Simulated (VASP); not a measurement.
# AgCl (Fm-3m) in VASP: a series of runs

AgCl is run at these levels: PBEsol, LDA, r2SCAN, PBE; tasks: relaxation of cell and atoms, single point.

All numbers are computed with VASP 6.6.1; they aren't measurements. Logs are shortened: lines on timing, memory, paths and dates and some standing lists are left out, and cuts for length are marked.

## (1) The cell of the first run

Symmetry: Fm-3m, No. 225, cubic system. The conventional cell has a = 5.612 Å, b = 5.612 Å, c = 5.612 Å, α = 90.00°, β = 90.00°, γ = 90.00°. Ag (site symmetry m-3m) has 6 Cl at 2.81 Å within 3.7 Å. Cl (site symmetry m-3m) has 6 Ag at 2.81 Å within 3.7 Å.

## (2) Relaxation of cell and atoms, PBEsol

INCAR

```
ALGO = Normal ; EDIFF = 1E-7
EDIFFG = -0.005 ; ENCUT = 600
GGA = PS ; IBRION = 2
ISIF = 3 ; ISMEAR = -1
LASPH = T ; LCHARG = F
LREAL = F ; LWAVE = F
NELM = 80 ; NSW = 80
PREC = Accurate ; SIGMA = 0.02
```

KPOINTS

```
k-points
0
Gamma
  8 8 8
```

POSCAR

```
AgCl
1.0
    0.0000000000      2.8060280899      2.8060280899
    2.8060280899      0.0000000000      2.8060280899
    2.8060280899      2.8060280899      0.0000000000
Ag Cl
1 1
Direct
    0.0000000000      0.0000000000      0.0000000000
    0.5000000000      0.5000000000      0.5000000000
```

Potentials or basis: VASP PAW PBE potentials, release 64 (Ag, Cl).

Started as:

```console
$ cat potpaw_PBE.64/Ag/POTCAR potpaw_PBE.64/Cl/POTCAR > POTCAR
$ mpirun -np 1 vasp_std > vasp.out
```

OUTCAR:

```text
EDIFF = 1E-7
   EDIFFG = -0.005
   ENCUT = 600
   GGA = PS
   IBRION = 2
   ISIF = 3
   ISMEAR = -1
   LASPH = T
   LREAL = F
   NELM = 80
   NSW = 80
   PREC = Accurate

 ion  position               nearest neighbor table
   1  0.000  0.000  0.000-   2 2.81   2 2.81   2 2.81   2 2.81   2 2.81   2 2.81
   2  0.500  0.500  0.500-   1 2.81   1 2.81   1 2.81   1 2.81   1 2.81   1 2.81

  LATTYP: Found a face centered cubic cell.
 ALAT       =     5.6120561798

  Lattice vectors:

 A1 = (   0.0000000000,   2.8060280899,   2.8060280899)
 A2 = (   2.8060280899,   0.0000000000,   2.8060280899)
 A3 = (   2.8060280899,   2.8060280899,   0.0000000000)

Analysis of symmetry for initial positions (statically):
=====================================================================
 Subroutine PRICEL returns:
 Original cell was already a primitive cell.

 Routine SETGRP: Setting up the symmetry group for a
 face centered cubic supercell.

 Subroutine GETGRP returns: Found 48 space group operations
 (whereof 48 operations were pure point group operations)
 out of a pool of 48 trial point group operations.

The static configuration has the point symmetry O_h .

Analysis of symmetry for dynamics (positions and initial velocities):
=====================================================================
 Subroutine PRICEL returns:
 Original cell was already a primitive cell.

 Routine SETGRP: Setting up the symmetry group for a
 face centered cubic supercell.

 Subroutine GETGRP returns: Found 48 space group operations
 (whereof 48 operations were pure point group operations)
 out of a pool of 48 trial point group operations.

The dynamic configuration has the point symmetry O_h .

 Subroutine INISYM returns: Found 48 space group operations
 (whereof 48 operations are pure point group operations),
 and found     1 'primitive' translations

----------------------------------------------------------------------------------------

                                     Primitive cell

  volume of cell :      44.1882

  direct lattice vectors                    reciprocal lattice vectors
     0.000000000  2.806028090  2.806028090    -0.178187810  0.178187810  0.178187810
     2.806028090  0.000000000  2.806028090     0.178187810 -0.178187810  0.178187810
     2.806028090  2.806028090  0.000000000     0.178187810  0.178187810 -0.178187810

  length of vectors
     3.968322981  3.968322981  3.968322981     0.308630340  0.308630340  0.308630340

  position of ions in fractional coordinates (direct lattice)
     0.000000000  0.000000000  0.000000000
     0.500000000  0.500000000  0.500000000

  ion indices of the primitive-cell ions
   primitive index   ion index
                 1           1
                 2           2

----------------------------------------------------------------------------------------

 KPOINTS: k-points

Automatic generation of k-mesh.
 Grid dimensions read from file:
 generate k-points for:    8    8    8

 Generating k-lattice:

  Cartesian coordinates                     Fractional coordinates (reciprocal lattice)
    -0.022273476  0.022273476  0.022273476     0.125000000  0.000000000  0.000000000
     0.022273476 -0.022273476  0.022273476     0.000000000  0.125000000  0.000000000
     0.022273476  0.022273476 -0.022273476     0.000000000  0.000000000  0.125000000

  Length of vectors
     0.038578793  0.038578793  0.038578793

  Shift w.r.t. Gamma in fractional coordinates (k-lattice)
     0.000000000  0.000000000  0.000000000

 Subroutine IBZKPT returns following result:
 ===========================================

 Found     29 irreducible k-points:

 Following reciprocal coordinates:
            Coordinates               Weight
  0.000000  0.000000  0.000000      1.000000
  0.125000  0.000000  0.000000      8.000000
  0.250000  0.000000  0.000000      8.000000
  0.375000  0.000000  0.000000      8.000000
  0.500000  0.000000  0.000000      4.000000
  0.125000  0.125000  0.000000      6.000000
[... 16 lines left out ...]
  0.500000  0.250000  0.125000     48.000000
 -0.375000  0.250000  0.125000     24.000000
 [... further k-points ...]
   k-points           NKPTS =     29   k-points in BZ     NKDIM =     29   number of bands    NBANDS=     13
   number of dos      NEDOS =    301   number of ions     NIONS =      2
   total plane-waves  NPLWV =  32768
   dimension x,y,z NGX =    32 NGY =   32 NGZ =   32
   dimension x,y,z NGXF=    64 NGYF=   64 NGZF=   64
   ions per type =               1   1
   NGX,Y,Z   is equivalent  to a cutoff of  13.41, 13.41, 13.41 a.u.
   NGXF,Y,Z  is equivalent  to a cutoff of  26.81, 26.81, 26.81 a.u.
 SYSTEM =  unknown system
   PREC   = accura    normal or accurate (medium, high low for compatibility)
   ISTART =      0    job   : 0-new  1-cont  2-samecut
   ICHARG =      2    charge: 1-file 2-atom 10-const
   ISPIN  =      1    spin polarized calculation?
   LNONCOLLINEAR =      F non collinear calculations
   LSORBIT =      F    spin-orbit coupling
   LASPH  =      T    aspherical Exc in radial PAW
   ENCUT  =  600.0 eV  44.10 Ry    6.64 a.u.   7.93  7.93  7.93*2*pi/ulx,y,z
   NELM   =     80;   NELMIN=  2; NELMDL= -5     # of ELM steps
   EDIFF  = 0.1E-06   stopping-criterion for ELM
   LREAL  =      F    real-space projection
   EDIFFG = -.5E-02   stopping-criterion for IOM
   NSW    =     80    number of steps for IOM
   IBRION =      2    ionic relax: 0-MD 1-quasi-New 2-CG
   NFREE  =      1    steps in history (QN), initial steepest desc. (CG)
   ISIF   =      3    stress and relaxation
   ISYM   =      2    0-nonsym 1-usesym 2-fastsym
   POTIM  = 0.5000    time-step for ionic-motion
   TEBEG  =    0.0;   TEEND  =   0.0 temperature during run
   PSTRESS=    0.0 pullay stress
   NELECT =      18.0000    total number of electrons
   NUPDOWN=      -1.0000    fix difference up-down
   EMIN   =  10.00;   EMAX   =-10.00  energy-range for DOS
   EFERMI =   0.00;   METHOD = LEGACY
   ISMEAR =    -1;   SIGMA  =   0.02  broadening in eV -4-tet -1-fermi 0-gaus
   EFERMI_NEDOS =   21; number of points for ismear=-14 and -15
   IALGO  =     38    algorithm
   IMIX   =      4    mixing-type and parameters
     AMIX     =   0.40;   BMIX     =  1.00
     AMIX_MAG =   1.60;   BMIX_MAG =  1.00
  volume/ion in A,a.u.               =      22.09       149.10
  Fermi-wavevector in a.u.,A,eV,Ry     =   1.213567  2.293309 20.037901  1.472744
  Thomas-Fermi vector in A             =   2.349015
   LORBIT       =      0    0 simple, 1 ext, 2 COOP (PROOUT), +10 PAW based schemes
   GGA     = PS    functional components
   LHFCALC =     F    Hartree Fock is set to
   AEXX    =    0.0000 exact exchange contribution
   IVDW    =     0    specifies the selected vdW correction
   LEPSILON=     F    determine dielectric tensor
   LRPA    =     F    only Hartree local field effects (RPA)
 conjugate gradient relaxation of ions
 non-spin polarized calculation
  energy-cutoff  :      600.00
  volume of cell :       44.19
 maximum number of plane-waves:      1490
   NGX = 15   NGY = 15   NGZ = 15

--------------------------------------- Ionic step        1  -------------------------------------------

 number of electron      18.0000003 magnetization

 Free energy of the ion-electron system (eV)
  ---------------------------------------------------
  ext. energy  EPLUGINS =         0.00000000
  ---------------------------------------------------
  free energy    TOTEN  =        -6.00946607 eV

  energy without entropy =       -6.00946607  energy(sigma->0) =       -6.00946607

 E-fermi :   3.6661     XC(G=0): -10.0316

 val. band max:        3.2726772393   @ k =   0.5000   0.0000   0.0000
 cond. band min:       4.0158494099   @ k =   0.0000   0.0000   0.0000
 fundamental gap:      0.7431721706
 Fermi energy:         3.6660990858

 k-point     1 :       0.0000    0.0000    0.0000
  band No.  band energies     occupation
      1     -11.6365      2.00000
      2       0.9372      2.00000
      3       0.9372      2.00000
      4       0.9372      2.00000
      5       0.9744      2.00000
      6       0.9744      2.00000
      7       1.0842      2.00000
      8       1.0842      2.00000
      9       1.0842      2.00000
     10       4.0158      0.00000
     11      14.0284      0.00000
     12      14.0284      0.00000
     13      14.0284      0.00000

 k-point     2 :       0.1250    0.0000    0.0000
  band No.  band energies     occupation
      1     -11.5807      2.00000
      2       0.2657      2.00000
      3       0.3290      2.00000
      4       0.3290      2.00000
      5       0.9883      2.00000
      6       0.9883      2.00000
      7       1.2103      2.00000
      8       1.7928      2.00000
      9       1.7928      2.00000
     10       4.7283      0.00000
     11      12.6200      0.00000
[... 412 lines left out ...]
 POSITION                                       TOTAL-FORCE (eV/Angst)
 -----------------------------------------------------------------------------------
      5.46105      5.46105      5.46105        -0.000000     -0.000000     -0.000000
      2.73052      2.73052      2.73052         0.000000      0.000000      0.000000
 -----------------------------------------------------------------------------------
    total drift:                                0.000000     -0.000000      0.000000

  FREE ENERGIE OF THE ION-ELECTRON SYSTEM (eV)
  ---------------------------------------------------
  free  energy   TOTEN  =        -6.0617821150 eV

  energy  without entropy=       -6.0617821149  energy(sigma->0) =       -6.06178211

--------------------------------------- Ionic step        3  -------------------------------------------

 number of electron      17.9999997 magnetization

 Free energy of the ion-electron system (eV)
  ---------------------------------------------------
  ext. energy  EPLUGINS =         0.00000000
  ---------------------------------------------------
  free energy    TOTEN  =        -6.06225728 eV

  energy without entropy =       -6.06225728  energy(sigma->0) =       -6.06225728

 E-fermi :   4.8083     XC(G=0): -10.5021

 val. band max:        4.4233749887   @ k =   0.5000   0.0000   0.0000
 cond. band min:       5.1459157115   @ k =   0.0000   0.0000   0.0000
 fundamental gap:      0.7225407228
 Fermi energy:         4.8082794977

 k-point     1 :       0.0000    0.0000    0.0000
  band No.  band energies     occupation
      1     -11.0984      2.00000
      2       1.7118      2.00000
      3       1.7118      2.00000
      4       1.7118      2.00000
      5       1.7550      2.00000
      6       1.7550      2.00000
      7       1.8619      2.00000
      8       1.8619      2.00000
      9       1.8619      2.00000
     10       5.1459      0.00000
     11      15.1483      0.00000
     12      15.1483      0.00000
     13      15.1483      0.00000

 k-point     2 :       0.1250    0.0000    0.0000
  band No.  band energies     occupation
      1     -11.0272      2.00000
      2       0.9360      2.00000
      3       1.0114      2.00000
      4       1.0114      2.00000
      5       1.7751      2.00000
      6       1.7751      2.00000
      7       2.0360      2.00000
      8       2.6849      2.00000
      9       2.6849      2.00000
     10       5.9114      0.00000
     11      13.7134      0.00000
[... 376 lines left out ...]
 POSITION                                       TOTAL-FORCE (eV/Angst)
 -----------------------------------------------------------------------------------
      0.00000      0.00000      0.00000         0.000000     -0.000000     -0.000000
      2.72334      2.72334      2.72334        -0.000000      0.000000      0.000000
 -----------------------------------------------------------------------------------
    total drift:                                0.000000     -0.000000     -0.000000

  FREE ENERGIE OF THE ION-ELECTRON SYSTEM (eV)
  ---------------------------------------------------
  free  energy   TOTEN  =        -6.0622572764 eV

  energy  without entropy=       -6.0622572762  energy(sigma->0) =       -6.06225728

 reached required accuracy - stopping structural energy minimisation
```

Run time: 85 s. Hardware: 1 thread of AMD EPYC 7R13, shared host; peak memory 0.17 GiB.

What came out:

```
Free energy                            : -6.0623 eV
Relaxed volume                         : 20.20 Å³/atom
Relaxed cell                           : a = 3.851 Å, b = 3.851 Å, c = 3.851 Å, α = 60.00°, β = 60.00°, γ = 60.00°
Space group after relaxing (to 0.05 Å) : Fm-3m (No. 225)
Energy gained by relaxing              : 26.4 meV/atom
Ionic steps                            : 3
Pressure after relaxing                : 0.0 GPa
Band gap on the k mesh                 : 0.72 eV, indirect (least direct gap 3.23 eV)
```

The path:
| step | energy change (eV) | largest force (eV/Å) | pressure (GPa) | volume (Å³) |
| --- | --- | --- | --- | --- |
| 1 | 0.0000 | 0.0000 | -4.04 | 44.19 |
| 2 | -0.0523 | 0.0000 | -0.45 | 40.72 |
| 3 | -0.0528 | 0.0000 | -0.02 | 40.40 |

Final structure:
```
CELL_PARAMETERS angstrom
0.00000 2.72334 2.72334
2.72334 0.00000 2.72334
2.72334 2.72334 0.00000
ATOMIC_POSITIONS crystal
Ag 0.00000 0.00000 0.00000
Cl 0.50000 0.50000 0.50000
```

Levels at points of the mesh, in eV from the valence-band top:
| k point | band 6 | band 7 | band 8 | band 9 | band 10 | band 11 | band 12 | band 13 |
| --- | --- | --- | --- | --- | --- | --- | --- | --- |
| (0.00, 0.00, 0.00) | -2.67 | -2.56 | -2.56 | -2.56 | 0.72 | 10.72 | 10.72 | 10.72 |
| (0.50, 0.00, 0.00) | -2.28 | -1.94 | 0.00 | 0.00 | 3.88 | 6.74 | 7.42 | 7.42 |
| (0.50, 0.50, 0.00) | -2.45 | -2.14 | -2.14 | -2.02 | 2.14 | 7.78 | 8.64 | 11.63 |

Caveat: the PAW data sets were made with another functional, which shifts forces and pressure a little. Expect the measured gap to be larger: semilocal functionals such as PBEsol lack the derivative discontinuity.

[end of part 1 of 2]
